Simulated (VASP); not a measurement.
# Pt (P6_3/mmc) in VASP: further runs

Pt is run at these levels: LDA, r2SCAN0; tasks: single point.

Everything below comes from runs of VASP 6.6.1. Logs are shortened: lines on timing, memory, paths and dates and some standing lists are left out, and cuts for length are marked.

## Step 1: The cell of the first run

It takes space group P6_3/mmc (No. 194, hexagonal). The conventional cell has a = 2.761 Å, b = 2.761 Å, c = 4.792 Å, α = 90.00°, β = 90.00°, γ = 120.00°. Within 3.6 Å of Pt (site symmetry -6m2) lie 12 Pt at 2.76 to 2.88 Å.

This isn't the form of Pt at room conditions, which is fcc.

## Step 2: Single point, LDA (15.81 Å³/atom)

Contents of INCAR:

```
SYSTEM = Pt
ALGO = Normal
EDIFF = 1E-7
ENCUT = 520
ISIF = 2
ISMEAR = -1
LASPH = .TRUE.
LCHARG = .FALSE.
LREAL = .FALSE.
LWAVE = .FALSE.
NBANDS = 17
NELM = 60
PREC = Accurate
SIGMA = 0.05
```

Contents of KPOINTS:

```
k-points
0
G
  11 11 6
  0 0 0
```

Contents of POSCAR:

```
Pt
1.0
    2.7606656158      0.0000000000      0.0000000000
   -1.3803328079      2.3908065546      0.0000000000
    0.0000000000      0.0000000000      4.7921340000
Pt
2
Direct
    0.3333333333      0.6666666667      0.2500000000
    0.6666666667      0.3333333333      0.7500000000
```

Potentials or basis: VASP PAW LDA potentials, release 64 (Pt).

Run with:

```sh
$ cat potpaw_LDA.64/Pt/POTCAR > POTCAR
$ mpirun -np 1 vasp_std > vasp.out
```

OUTCAR:

```text
SYSTEM = Pt
   EDIFF = 1E-7
   ENCUT = 520
   ISIF = 2
   ISMEAR = -1
   LASPH = .TRUE.
   LREAL = .FALSE.
   NELM = 60
   PREC = Accurate

 ion  position               nearest neighbor table
   1  0.333  0.667  0.250-   2 2.88   2 2.88   2 2.88   2 2.88   2 2.88   2 2.88
   2  0.667  0.333  0.750-   1 2.88   1 2.88   1 2.88   1 2.88   1 2.88   1 2.88

  LATTYP: Found a hexagonal cell.
 ALAT       =     2.7606656158
 C/A-ratio  =     1.7358618054

  Lattice vectors:

 A1 = (   2.7606656158,   0.0000000000,   0.0000000000)
 A2 = (  -1.3803328079,   2.3908065546,   0.0000000000)
 A3 = (   0.0000000000,   0.0000000000,   4.7921340000)

Analysis of symmetry for initial positions (statically):
=====================================================================
 Subroutine PRICEL returns:
 Original cell was already a primitive cell.

 Routine SETGRP: Setting up the symmetry group for a
 hexagonal supercell.

 Subroutine GETGRP returns: Found 24 space group operations
 (whereof 12 operations were pure point group operations)
 out of a pool of 24 trial point group operations.

The static configuration has the point symmetry D_3d.
 The point group associated with its full space group is D_6h.

Analysis of symmetry for dynamics (positions and initial velocities):
=====================================================================
 Subroutine PRICEL returns:
 Original cell was already a primitive cell.

 Routine SETGRP: Setting up the symmetry group for a
 hexagonal supercell.

 Subroutine GETGRP returns: Found 24 space group operations
 (whereof 12 operations were pure point group operations)
 out of a pool of 24 trial point group operations.

The dynamic configuration has the point symmetry D_3d.
 The point group associated with its full space group is D_6h.

 Subroutine INISYM returns: Found 24 space group operations
 (whereof 12 operations are pure point group operations),
 and found     1 'primitive' translations

----------------------------------------------------------------------------------------

                                     Primitive cell

  volume of cell :      31.6291

  direct lattice vectors                    reciprocal lattice vectors
     2.760665616  0.000000000  0.000000000     0.362231483  0.209134444  0.000000000
    -1.380332808  2.390806555  0.000000000     0.000000000  0.418268888  0.000000000
[... 83 lines left out ...]
   ENCUT  =  520.0 eV  38.22 Ry    6.18 a.u.   5.13  5.13  8.91*2*pi/ulx,y,z
   NELM   =     60;   NELMIN=  2; NELMDL= -5     # of ELM steps
   EDIFF  = 0.1E-06   stopping-criterion for ELM
   LREAL  =      F    real-space projection
   EDIFFG = 0.1E-05   stopping-criterion for IOM
   NSW    =      0    number of steps for IOM
   IBRION =     -1    ionic relax: 0-MD 1-quasi-New 2-CG
   NFREE  =      0    steps in history (QN), initial steepest desc. (CG)
   ISIF   =      2    stress and relaxation
   ISYM   =      2    0-nonsym 1-usesym 2-fastsym
   POTIM  = 0.5000    time-step for ionic-motion
   TEBEG  =    0.0;   TEEND  =   0.0 temperature during run
   PSTRESS=    0.0 pullay stress
   NELECT =      20.0000    total number of electrons
   NUPDOWN=      -1.0000    fix difference up-down
   EMIN   =  10.00;   EMAX   =-10.00  energy-range for DOS
   EFERMI =   0.00;   METHOD = LEGACY
   ISMEAR =    -1;   SIGMA  =   0.05  broadening in eV -4-tet -1-fermi 0-gaus
   EFERMI_NEDOS =   21; number of points for ismear=-14 and -15
   IALGO  =     38    algorithm
   IMIX   =      4    mixing-type and parameters
     AMIX     =   0.40;   BMIX     =  1.00
     AMIX_MAG =   1.60;   BMIX_MAG =  1.00
  volume/ion in A,a.u.               =      15.81       106.72
  Fermi-wavevector in a.u.,A,eV,Ry     =   1.405149  2.655347 26.863944  1.974444
  Thomas-Fermi vector in A             =   2.527639
   LORBIT       =      0    0 simple, 1 ext, 2 COOP (PROOUT), +10 PAW based schemes
   GGA     = CA    functional components
   LHFCALC =     F    Hartree Fock is set to
   AEXX    =    0.0000 exact exchange contribution
   IVDW    =     0    specifies the selected vdW correction
   LEPSILON=     F    determine dielectric tensor
   LRPA    =     F    only Hartree local field effects (RPA)
 non-spin polarized calculation
  energy-cutoff  :      520.00
  volume of cell :       31.63
 maximum number of plane-waves:       868
 NGX is ok and might be reduce to    24
   NGX = 11   NGY = 11   NGZ = 17

 number of electron      20.0000004 magnetization

 Free energy of the ion-electron system (eV)
  ---------------------------------------------------
  ext. energy  EPLUGINS =         0.00000000
  ---------------------------------------------------
  free energy    TOTEN  =       -14.79353643 eV

  energy without entropy =      -14.75670947  energy(sigma->0) =      -14.77512295

 E-fermi :  10.2093     XC(G=0): -13.4082

 val. band max:       10.2083961320   @ k =   0.2727   0.0909   0.1667
 cond. band min:      10.2114509734   @ k =   0.2727   0.0000   0.0000
 fundamental gap:      0.0030548413
 Fermi energy:        10.2092637249

 k-point     1 :       0.0000    0.0000    0.0000
  band No.  band energies     occupation
      1       0.5077      2.00000
      2       3.1418      2.00000
      3       6.2552      2.00000
      4       6.7865      2.00000
      5       6.7865      2.00000
      6       7.1509      2.00000
[... 457 lines left out ...]
      4       5.8652      2.00000
      5       6.4385      2.00000
      6       7.0056      2.00000
[... 9 lines left out ...]
     16      26.7136      0.00000
     17      27.6371      0.00000

 [... further k-points ...]

------------------------ aborting loop because EDIFF is reached ----------------------------------------

  FORCE on cell =-STRESS in cart. coord.  units (eV):
  Direction    XX          YY          ZZ          XY          YZ          ZX
  --------------------------------------------------------------------------------------
  -------------------------------------------------------------------------------------
  Total       -2.9197809     -2.9197809     -3.0660824      0.0000000     -0.0000000      0.0000000
  in kB     -147.9018659   -147.9018659   -155.3127869      0.0000000     -0.0000000      0.0000000
  external PRESSURE =    -150.3721729 kB  Pullay stress =       0.0000000 kB

 VOLUME and BASIS-vectors are now :
 -----------------------------------------------------------------------------
  energy-cutoff  :      520.00
  volume of cell :       31.63
      direct lattice vectors                 reciprocal lattice vectors
     2.760665616  0.000000000  0.000000000     0.362231483  0.209134444  0.000000000
    -1.380332808  2.390806555  0.000000000     0.000000000  0.418268888  0.000000000
     0.000000000  0.000000000  4.792134000     0.000000000  0.000000000  0.208675300

 POSITION                                       TOTAL-FORCE (eV/Angst)
 -----------------------------------------------------------------------------------
     -0.00000      1.59387      1.19803         0.000000     -0.000000      0.000000
      1.38033      0.79694      3.59410        -0.000000      0.000000      0.000000
 -----------------------------------------------------------------------------------
    total drift:                               -0.000000      0.000000     -0.000000

  FREE ENERGIE OF THE ION-ELECTRON SYSTEM (eV)
  ---------------------------------------------------
  free  energy   TOTEN  =       -14.7935364348 eV

  energy  without entropy=      -14.7567094707  energy(sigma->0) =      -14.77512295
```

stdout:

```text
POSCAR found type information on POSCAR Pt
 POSCAR found :  1 types and       2 ions
 scaLAPACK will be used
 LDA part: xc-table for (Slater(with rela. corr.)+CA(PZ))
 , standard interpolation
 POSCAR, INCAR and KPOINTS ok, starting setup
 FFT: planning ... GRIDC
 FFT: planning ... GRID_SOFT
 FFT: planning ... GRID
 WAVECAR not read
 entering main loop
```

Run time: 36 s. Hardware: 1 thread of Intel Xeon 8259CL, shared host; peak memory 0.16 GiB.

Results:

```
Free energy            : -14.7935 eV
Pressure               : -15.0 GPa
Band gap on the k mesh : zero (bands 10 and 11 overlap by 1.18 eV)
```

Caveat: the cell stands under tension; spin-orbit coupling is left out, which moves the levels of the heavy elements.

## Step 3: Single point, LDA (16.76 Å³/atom)

This run uses another cell than the first one, of 16.76 Å³/atom.

Contents of INCAR:

```
  PREC = Accurate
  ENCUT = 520
  EDIFF = 1E-6
  ISMEAR = -1
  SIGMA = 0.05
  LREAL = F
  LASPH = T
  NELM = 100
  ALGO = Normal
  ISIF = 2
  LWAVE = F
  LCHARG = F
  GGA = CA
  NBANDS = 17
```

Contents of KPOINTS:

```
Automatic mesh
0
Gamma
  11 11 6
```

Contents of POSCAR:

```
Pt
1.0
    2.8148100603      0.0000000000      0.0000000000
   -1.4074050301      2.4376970190      0.0000000000
    0.0000000000      0.0000000000      4.8861212732
Pt
2
Direct
    0.3333333333      0.6666666667      0.2500000000
    0.6666666667      0.3333333333      0.7500000000
```

Potentials or basis: VASP PAW LDA potentials, release 64 (Pt).

Run with:

```sh
$ cat potpaw_LDA.64/Pt/POTCAR > POTCAR
$ mpirun -np 1 vasp_std > vasp.out
```

OUTCAR:

```text
PREC = Accurate
   ENCUT = 520
   EDIFF = 1E-6
   ISMEAR = -1
   LREAL = F
   LASPH = T
   NELM = 100
   ISIF = 2
   GGA = CA

 ion  position               nearest neighbor table
   1  0.333  0.667  0.250-   2 2.93   2 2.93   2 2.93   2 2.93   2 2.93   2 2.93
   2  0.667  0.333  0.750-   1 2.93   1 2.93   1 2.93   1 2.93   1 2.93   1 2.93

  LATTYP: Found a hexagonal cell.
 ALAT       =     2.8148100603
 C/A-ratio  =     1.7358618054

  Lattice vectors:

 A1 = (   2.8148100603,   0.0000000000,   0.0000000000)
 A2 = (  -1.4074050301,   2.4376970190,   0.0000000000)
 A3 = (   0.0000000000,   0.0000000000,   4.8861212732)

Analysis of symmetry for initial positions (statically):
=====================================================================
 Subroutine PRICEL returns:
 Original cell was already a primitive cell.

 Routine SETGRP: Setting up the symmetry group for a
 hexagonal supercell.

 Subroutine GETGRP returns: Found 24 space group operations
 (whereof 12 operations were pure point group operations)
 out of a pool of 24 trial point group operations.

The static configuration has the point symmetry D_3d.
[... 161 lines left out ...]
  energy without entropy =      -14.51008278  energy(sigma->0) =      -14.53008737

 E-fermi :   9.1659     XC(G=0): -13.0757

 val. band max:        9.1637691218   @ k =   0.2727   0.2727   0.5000
 cond. band min:       9.1787122895   @ k =   0.3636   0.0000   0.0000
 fundamental gap:      0.0149431677
 Fermi energy:         9.1658705076

 k-point     1 :       0.0000    0.0000    0.0000
  band No.  band energies     occupation
      1       0.0733      2.00000
      2       2.6507      2.00000
      3       5.5731      2.00000
      4       6.0544      2.00000
      5       6.0544      2.00000
      6       6.3828      2.00000
[... 457 lines left out ...]
      4       5.2191      2.00000
      5       5.7460      2.00000
      6       6.2640      2.00000
[... 9 lines left out ...]
     16      25.4418      0.00000
     17      26.3133      0.00000

 [... further k-points ...]

------------------------ aborting loop because EDIFF is reached ----------------------------------------

  FORCE on cell =-STRESS in cart. coord.  units (eV):
  Direction    XX          YY          ZZ          XY          YZ          ZX
  --------------------------------------------------------------------------------------
  -------------------------------------------------------------------------------------
  Total       -5.4384441     -5.4384441     -5.1896748     -0.0000000     -0.0000000      0.0000000
  in kB     -259.8915654   -259.8915654   -248.0034166     -0.0000000     -0.0000000      0.0000000
  external PRESSURE =    -255.9288491 kB  Pullay stress =       0.0000000 kB

 VOLUME and BASIS-vectors are now :
 -----------------------------------------------------------------------------
  energy-cutoff  :      520.00
  volume of cell :       33.53
      direct lattice vectors                 reciprocal lattice vectors
     2.814810060  0.000000000  0.000000000     0.355263758  0.205111626  0.000000000
    -1.407405030  2.437697019  0.000000000     0.000000000  0.410223253  0.000000000
     0.000000000  0.000000000  4.886121273     0.000000000  0.000000000  0.204661314

 POSITION                                       TOTAL-FORCE (eV/Angst)
 -----------------------------------------------------------------------------------
     -0.00000      1.62513      1.22153        -0.000000     -0.000000      0.000000
      1.40741      0.81257      3.66459         0.000000      0.000000      0.000000
 -----------------------------------------------------------------------------------
    total drift:                               -0.000000      0.000000     -0.000000

  FREE ENERGIE OF THE ION-ELECTRON SYSTEM (eV)
  ---------------------------------------------------
  free  energy   TOTEN  =       -14.5500919551 eV

  energy  without entropy=      -14.5100827760  energy(sigma->0) =      -14.53008737
```

OSZICAR:

```text
N       E                     dE             d eps       ncg     rms          rms(c)
DAV:   1     0.971012477541E+02    0.97101E+02   -0.10319E+04  2176   0.113E+03
DAV:   2    -0.136234480986E+02   -0.11072E+03   -0.10505E+03  2406   0.239E+02
DAV:   3    -0.154385364463E+02   -0.18151E+01   -0.17807E+01  2650   0.302E+01
DAV:   4    -0.154477762199E+02   -0.92398E-02   -0.92382E-02  2638   0.228E+00
DAV:   5    -0.154478706223E+02   -0.94402E-04   -0.94401E-04  2625   0.240E-01    0.139E+01
DAV:   6    -0.146116367732E+02    0.83623E+00   -0.14941E+00  2249   0.106E+01    0.714E+00
DAV:   7    -0.145568982953E+02    0.54738E-01   -0.12175E-01  2611   0.294E+00    0.306E+00
DAV:   8    -0.145502974527E+02    0.66008E-02   -0.10239E-02  2340   0.823E-01    0.586E-01
DAV:   9    -0.145500965414E+02    0.20091E-03   -0.15691E-04  2473   0.108E-01    0.107E-01
DAV:  10    -0.145500912050E+02    0.53364E-05   -0.57175E-06  2602   0.186E-02    0.652E-03
DAV:  11    -0.145500919551E+02   -0.75007E-06   -0.27386E-07  1359   0.395E-03
   1 F= -.14550092E+02 E0= -.14530087E+02  d E =-.400092E-01
```

It took 34 s on 1 thread of Intel Xeon 8259CL, shared host; peak memory 0.16 GiB.

What came out:

* Free energy: -14.5501 eV
* Pressure: -25.6 GPa
* Band gap on the k mesh: zero (bands 10 and 11 overlap by 1.06 eV)

Levels at points of the mesh, in eV from the Fermi level:
```
           k point  band 7  band 8  band 9  band 10  band 11  band 12  band 13  band 14
(0.00, 0.00, 0.00)   -2.78   -1.62   -1.62    -0.46    -0.18    -0.18     4.29    15.20
(0.00, 0.00, 0.50)   -3.11   -3.11   -0.71    -0.71    -0.71    -0.71    11.48    11.48
```

Caveat: the cell stands under tension; spin-orbit coupling is left out, which moves the levels of the heavy elements.

## Step 4: Single point, r2SCAN0

Contents of POSCAR:

```
Pt
1.0
    2.7606656158      0.0000000000      0.0000000000
   -1.3803328079      2.3908065546      0.0000000000
    0.0000000000      0.0000000000      4.7921340000
Pt
2
Direct
    0.3333333333      0.6666666667      0.2500000000
    0.6666666667      0.3333333333      0.7500000000
```

Contents of INCAR.step1:

```
SYSTEM = Pt
ALGO     = Normal         ! electronic algorithm
EDIFF    = 1E-5           ! SCF threshold, eV
ENCUT    = 520            ! plane-wave cutoff, eV
GGA      = PE             ! functional
ISIF     = 2              ! what is computed and relaxed
ISMEAR   = -1             ! smearing method
LASPH    = .True.         ! aspherical terms in the spheres
LREAL    = .False.        ! projectors in reciprocal space
LWAVE    = .True.         ! write WAVECAR
NBANDS   = 17             ! bands
NELM     = 60             ! most SCF steps
PREC     = Accurate       ! precision mode
SIGMA    = 0.05           ! smearing width, eV
```

Contents of INCAR.step2:

```
SYSTEM = Pt
AEXX     = 0.25           ! exact-exchange fraction
ALGO     = Normal         ! electronic algorithm
EDIFF    = 1E-6           ! SCF threshold, eV
ENCUT    = 520            ! plane-wave cutoff, eV
ISIF     = 2              ! what is computed and relaxed
ISMEAR   = -1             ! smearing method
ISTART   = 1            
LASPH    = .True.         ! aspherical terms in the spheres
LCHARG   = .True.         ! write CHGCAR
LELF     = .True.         ! ELF
LHFCALC  = .True.         ! exact exchange
LMIXTAU  = .True.       
LREAL    = .False.        ! projectors in reciprocal space
LVHAR    = .True.       
LWAVE    = .False.        ! write WAVECAR
METAGGA  = R2SCAN         ! meta-GGA
NBANDS   = 17             ! bands
NELM     = 60             ! most SCF steps
PREC     = Accurate       ! precision mode
PRECFOCK = Normal       
SIGMA    = 0.05           ! smearing width, eV
```

Contents of KPOINTS:

```
k-points
0
Gamma
  6 6 3
  0 0 0
```

Potentials or basis: VASP PAW PBE potentials, release 64 (Pt).

Run with:

```sh
$ cat potpaw_PBE.64/Pt/POTCAR > POTCAR
$ cp INCAR.step1 INCAR
$ mpirun -np 1 vasp_std > vasp.out
$ cp INCAR.step2 INCAR
$ mpirun -np 1 vasp_std > vasp.out
```

It took 25 min on 1 thread of Intel Xeon 8259CL, shared host; peak memory 0.17 GiB.

Results (log left out):

| Item | Value |
| --- | --- |
| Free energy | -83.8763 eV |
| Pressure | -13.1 GPa |
| Band gap on the k mesh | zero (bands 10 and 11 overlap by 2.27 eV) |

Stress tensor (GPa, compression positive):
```
-14.22   0.00   0.00
  0.00 -14.22   0.00
  0.00   0.00 -10.78
```

Levels at points of the mesh, in eV from the Fermi level:
```csv
k point,band 9,band 10,band 11,band 12,band 13,band 14
"(0.00, 0.00, 0.00)",-2.76,-0.84,-0.84,-0.55,6.52,17.73
"(0.50, 0.00, 0.00)",0.92,1.11,3.43,5.19,9.32,10.79
```

Caveat: the k points lie up to 0.44 Å⁻¹ apart, too coarse for converged energies and pressures of a metal; the PAW data sets were made with another functional, which shifts forces and pressure a little; spin-orbit coupling is left out, which moves the levels of the heavy elements.

## Step 5: Overview

| level | potentials or basis | cell | k mesh | grid for exact exchange (PRECFOCK) | share of exact exchange | gap on the mesh (eV) | pressure (GPa) |
| --- | --- | --- | --- | --- | --- | --- | --- |
| LDA | VASP PAW LDA potentials, release 64 (Pt) | a = 2.761, b = 2.761, c = 4.792 Å, angles 90.0, 90.0, 120.0°, 2 atoms | 11 × 11 × 6 | - | - | none | -15.0 |
| LDA | VASP PAW LDA potentials, release 64 (Pt) | a = 2.815, b = 2.815, c = 4.886 Å, angles 90.0, 90.0, 120.0°, 2 atoms | 11 × 11 × 6 | - | - | none | -25.6 |
| r2SCAN0 | VASP PAW PBE potentials, release 64 (Pt) | a = 2.761, b = 2.761, c = 4.792 Å, angles 90.0, 90.0, 120.0°, 2 atoms | 6 × 6 × 3 | Normal | 0.25 | none | -13.1 |

Alike in all rows: task single point; no spin polarisation; cutoff (eV) 520; smearing fermi-dirac 0.05 eV.

Caveats: some runs use coarse meshes; spin-orbit coupling is left out, which moves the levels of the heavy elements; the cell stands under tension (at least some runs); the PAW data sets were made with another functional, which shifts forces and pressure a little (at least some runs).

Total energies depend on the potentials used, so only differences within one code and one set of settings carry meaning.
